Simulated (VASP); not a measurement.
Set up this calculation in VASP 6.6.1, as the native input.

* Task: electric field gradients
* Functional: LDA
* Potentials or basis: VASP PAW LDA potentials, release 64 (La, Hg)
* Cutoff: 520 eV
* k mesh: 11 × 11 × 11
* Occupations: fermi-dirac, width 0.08 eV
* Spin: no spin polarisation
* Dipole correction: no
* Further INCAR settings: ALGO = Normal; EDIFF = 1e-08; NBANDS = 18

The structure of LaHg lies in POSCAR:

```
LaHg
1.0
    3.8370000000      0.0000000000      0.0000000000
    0.0000000000      3.8370000000      0.0000000000
    0.0000000000      0.0000000000      3.8370000000
La Hg
1 1
Direct
    0.5000000000      0.5000000000      0.5000000000
    0.0000000000      0.0000000000      0.0000000000
```

These files were run (other wordings do the same):

INCAR

```
PREC = Accurate
ENCUT = 520
EDIFF = 1E-8
ISMEAR = -1
SIGMA = 0.08
LREAL = F
LASPH = T
NELM = 60
ALGO = Normal
ISIF = 2
LWAVE = F
LCHARG = F
GGA = CA
LEFG = T
NBANDS = 18
```

KPOINTS

```
regular mesh
0
Gamma
  11 11 11
```

Potentials or basis: VASP PAW LDA potentials, release 64 (La, Hg).

Launch:

```console
$ cat potpaw_LDA.64/La/POTCAR potpaw_LDA.64/Hg/POTCAR > POTCAR
$ mpirun -np 1 vasp_std > vasp.out
```

It gave:

The pressure is -1.7 GPa.

Caveat: without QUAD_EFG the Cq values of the log hold for a quadrupole moment of 1 mb, not for the nuclei.

It took 57 s on 1 thread of Intel(R) Xeon(R) Platinum 8375C CPU @ 2.90GHz (Ice Lake), with other jobs on the host, peak memory 0.21 GiB.
